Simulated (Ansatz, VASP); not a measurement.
## KBr: VASP beside Ansatz

```
K Br
1.0
     0.00000    3.30000    3.30000
     3.30000    0.00000    3.30000
     3.30000    3.30000    0.00000
K Br
1 1
Direct
  0.00553 0.98907 0.00840
  0.50000 0.50000 0.50000
```

Alike in both runs: task single point; functional PBE; k mesh 8 × 8 × 8; occupations gaussian, width 0.05 eV; no spin polarisation.

|  | VASP | Ansatz |
| --- | --- | --- |
| version | VASP 6.6.1 | Ansatz 0.2.0 |
| potentials or method | VASP PAW PBE potentials, release 64 (K_sv, Br), cutoff 520 eV | scalar-relativistic, plane waves, PAW |
| valence electrons in the cell | 16 | 16 |

Ansatz gave:

- gap on the k mesh at the Fermi level (eV): 4.44
- pressure (GPa): 0.7
- rms of the force components (eV/Å): 0.036

Q: Which values does VASP return?

A: gap on the k mesh at the Fermi level (eV): 4.43; pressure (GPa): 0.8; rms of the force components (eV/Å): 0.036.

Atom by atom the forces differ by 0.001 eV/Å (rms over components).
